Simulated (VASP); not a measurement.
Re: single point with PBE

Crystal: Re.

```xyz
2
Lattice="-1.8664 1.5334 1.3681 1.5334 -1.8664 1.3681 3.4557 3.4557 -1.9779" Properties=species:S:1:pos:R:3 pbc="T T T"
Re   -1.7248    1.3918    1.3681
Re    0.5698    2.5530    0.3791
```

```
Program             : VASP 6.6.1
Task                : single point
Functional          : PBE
Potentials or basis : VASP PAW PBE potentials, release 64 (Re)
Cutoff              : 520 eV
k mesh              : 17 × 17 × 8
Occupations         : fermi-dirac, width 0.1 eV
Spin                : no spin polarisation
```

```yaml
Pressure: -0.5 GPa
Band_gap_on_the_k_mesh: zero (bands 7 and 8 overlap by 3.17 eV)
```

Stress tensor (GPa, compression positive):
```
-0.44 -0.10  0.02
-0.10 -0.44  0.02
 0.02  0.02 -0.50
```

Levels at points of the mesh, in eV from the Fermi level:
```csv
k point,band 4,band 5,band 6,band 7,band 8,band 9,band 10,band 11
"(0.00, 0.00, 0.00)",-1.54,-1.53,-0.73,-0.72,0.18,0.18,0.59,3.29
"(0.00, 0.00, 0.50)",-2.33,-1.67,-1.67,-1.67,-1.67,2.48,2.48,2.49
```

Run time: 6.3 min on 1 thread of Intel Xeon 8259CL (shared host), peak memory 0.35 GiB.

Caveat: spin-orbit coupling is left out, which moves the levels of the heavy elements.
